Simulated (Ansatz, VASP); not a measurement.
## One calculation of CuI, two programs

POSCAR

```
CuI
1.0
    0.0000000000      6.0630000000      6.0630000000
    6.0630000000      0.0000000000      6.0630000000
    6.0630000000      6.0630000000      0.0000000000
Cu I
8 8
Direct
    0.1250000000      0.1250000000      0.1250000000
    0.1250000000      0.1250000000      0.6250000000
    0.1250000000      0.6250000000      0.1250000000
    0.1250000000      0.6250000000      0.6250000000
    0.6250000000      0.1250000000      0.1250000000
    0.6250000000      0.1250000000      0.6250000000
    0.6250000000      0.6250000000      0.1250000000
    0.6250000000      0.6250000000      0.6250000000
    0.0000000000      0.0000000000      0.0000000000
    0.0000000000      0.0000000000      0.5000000000
    0.0000000000      0.5000000000      0.0000000000
    0.0000000000      0.5000000000      0.5000000000
    0.5000000000      0.0000000000      0.0000000000
    0.5000000000      0.0000000000      0.5000000000
    0.5000000000      0.5000000000      0.0000000000
    0.5000000000      0.5000000000      0.5000000000
```

The input INCAR.step1:

```
PREC = Accurate
ENCUT = 660
ISMEAR = 0
SIGMA = 0.02
LREAL = False
LASPH = True
NELM = 120
NBANDS = 86
GGA = PE
ALGO = Normal
EDIFF = 1E-5
LWAVE = True
LCHARG = False
GGA_COMPAT = False
```

The input INCAR.step2:

```
PREC = Accurate
ENCUT = 660
EDIFF = 1E-6
ISMEAR = 0
SIGMA = 0.02
LREAL = False
LASPH = True
NELM = 120
ALGO = Normal
ISIF = 2
LWAVE = False
LCHARG = False
METAGGA = R2SCAN
LMIXTAU = True
NBANDS = 86
ISTART = 1
GGA_COMPAT = False
```

Contents of KPOINTS:

```
regular mesh
0
Gamma
  2 2 2
```

Input for Ansatz:

```yaml
crystal:
  lattice:
    - [0.0, 3.0315, 3.0315]
    - [3.0315, 0.0, 3.0315]
    - [3.0315, 3.0315, 0.0]
  atoms:
    - { symbol: Cu, position: [0.25, 0.25, 0.25] }
    - { symbol: I, position: [0.0, 0.0, 0.0] }
  supercell: [2, 2, 2]
kpoints:
  mp_grid:
    grid: [2, 2, 2]
hamiltonian:
  xc: r2scan
scf:
  occupations:
    method: gaussian
    width: 0.02
output:
  eigenvalues: true
```

Alike in both runs: task single point; functional r2SCAN; k mesh 2 × 2 × 2; occupations gaussian, width 0.02 eV; no spin polarisation.

|  | VASP | Ansatz |
| --- | --- | --- |
| version | VASP 6.6.1 | Ansatz 0.2.0 |
| potentials or method | VASP PAW PBE potentials, release 64 (Cu, I) | plane waves, PAW |
| plane-wave cutoff (eV) | 660 | 500 |
| valence electrons in the cell | 144 | 288 |

|  | VASP | Ansatz | Ansatz less VASP |
| --- | --- | --- | --- |
| gap on the k mesh at the Fermi level (eV) | 1.61 | 1.61 | -0.004 |

VASP's potentials were made for PBE, not for r2SCAN. With one functional, cell and mesh, what is left measures potentials, basis and numerics. VASP's potentials hold 144 valence electrons a cell and Ansatz's 288, so a difference there can come from the potentials and not from the codes.

The k mesh is coarse, so the values compare programs but aren't converged. Neither program's run includes spin-orbit coupling.
